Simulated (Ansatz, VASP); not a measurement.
Two plane-wave programs on HC20

```xyz
42
Lattice="7.2016 0.0000 0.0000 -3.3194 7.7908 0.0000 0.0000 0.0000 22.7917" Properties=species:S:1:pos:R:3 pbc="T T T"
C     1.2478    1.2988    4.0000
C    -0.4119    5.1941    4.0000
C     4.8486    1.2988    4.0000
C     3.1889    5.1941    4.0000
C     0.6932    2.5966    4.0000
C    -0.9665    6.4920    4.0000
C     4.2940    2.5966    4.0000
C     2.6343    6.4920    4.0000
C     0.4180    3.2465    5.2223
C    -1.2417    7.1418    5.2223
C     4.0188    3.2465    5.2223
C     2.3591    7.1418    5.2223
C     1.5231    0.6489    5.2223
C    -0.1366    4.5443    5.2223
C     5.1239    0.6489    5.2223
C     3.4642    4.5443    5.2223
C     1.2442    1.3061    6.4438
C    -0.4155    5.2015    6.4438
C     4.8450    1.3061    6.4438
C     3.1853    5.2015    6.4438
C     0.6969    2.5893    6.4438
C    -0.9628    6.4846    6.4438
C     4.2976    2.5893    6.4438
C     2.6379    6.4846    6.4438
C     0.4122    3.2592    7.6703
C    -1.2475    7.1546    7.6703
C     4.0130    3.2592    7.6703
C     2.3533    7.1546    7.6703
C     1.5289    0.6362    7.6703
C    -0.1308    4.5316    7.6703
C     5.1296    0.6362    7.6703
C     3.4699    4.5316    7.6703
C     1.2137    1.3803    8.7917
C    -0.4460    5.2757    8.7917
C     4.8144    1.3803    8.7917
C     3.1547    5.2757    8.7917
C     0.7274    2.5151    8.7917
C    -0.9323    6.4105    8.7917
C     4.3282    2.5151    8.7917
C     2.6685    6.4105    8.7917
H     6.3087    2.0924   12.3917
H     5.9485    2.9378   12.3917
```

Alike in both runs: task single point; functional LDA; k mesh 4 × 4 × 1; occupations gaussian, width 0.05 eV; no spin polarisation.

|  | VASP | Ansatz |
| --- | --- | --- |
| version | VASP 6.6.1 | Ansatz 0.2.0 |
| potentials or method | VASP PAW LDA potentials, release 64 (C, H), cutoff 520 eV | scalar-relativistic, plane waves, PAW |
| valence electrons in the cell | 162 | 162 |

|  | VASP | Ansatz | Ansatz less VASP |
| --- | --- | --- | --- |
| rms of the force components (eV/Å) | 1.823 | 1.831 | +0.0083 |

Ansatz warns that its potentials were made for another functional, while VASP's fit it. LDA's correlation is that of Perdew and Zunger in VASP and of Perdew and Wang (1992) in Ansatz. Atom by atom the forces differ by 0.029 eV/Å (rms over components).
